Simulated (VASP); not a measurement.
Wanted: the native input for a VASP 6.6.1 run.

```yaml
Task: single point
Functional: PBE
Potentials_or_basis: VASP PAW PBE potentials, release 64 (Al, C)
Cutoff: 520 eV
k_mesh: 6 × 6 × 6
Occupations: gaussian, width 0.1 eV
Spin: no spin polarisation
Dipole_correction: no
Further_INCAR_settings: ALGO = Normal; EDIFF = 1e-06; NBANDS = 10
```

The structure of AlC lies in POSCAR:

```
AlC
1.0
    0.0000000000      2.4200621300      2.4200621300
    2.4200621300      0.0000000000      2.4200621300
    2.4200621300      2.4200621300      0.0000000000
Al C
1 1
Direct
    0.0000000000      0.0000000000      0.0000000000
    0.5000000000      0.5000000000      0.5000000000
```

These files were run (other wordings do the same):

INCAR

```
  PREC = Accurate
  ENCUT = 520
  EDIFF = 1E-6
  ISMEAR = 0
  SIGMA = 0.1
  LREAL = F
  LASPH = T
  NELM = 80
  ALGO = Normal
  ISIF = 2
  LWAVE = F
  LCHARG = F
  GGA = PE
  NBANDS = 10
```

KPOINTS

```
regular mesh
0
Gamma
  6 6 6
```

Potentials or basis: VASP PAW PBE potentials, release 64 (Al, C).

Run with:

```bash
$ cat potpaw_PBE.64/Al/POTCAR potpaw_PBE.64/C/POTCAR > POTCAR
$ mpirun -np 1 vasp_std > vasp.out
```

It gave:

| Property | Result |
| --- | --- |
| Pressure | -32.5 GPa |

Caveat: the k points lie up to 0.37 Å⁻¹ apart.

Wall time 3.9 s on 1 thread of Intel(R) Xeon(R) Platinum 8559C (Emerald Rapids), with other jobs on the host, peak memory 0.14 GiB.
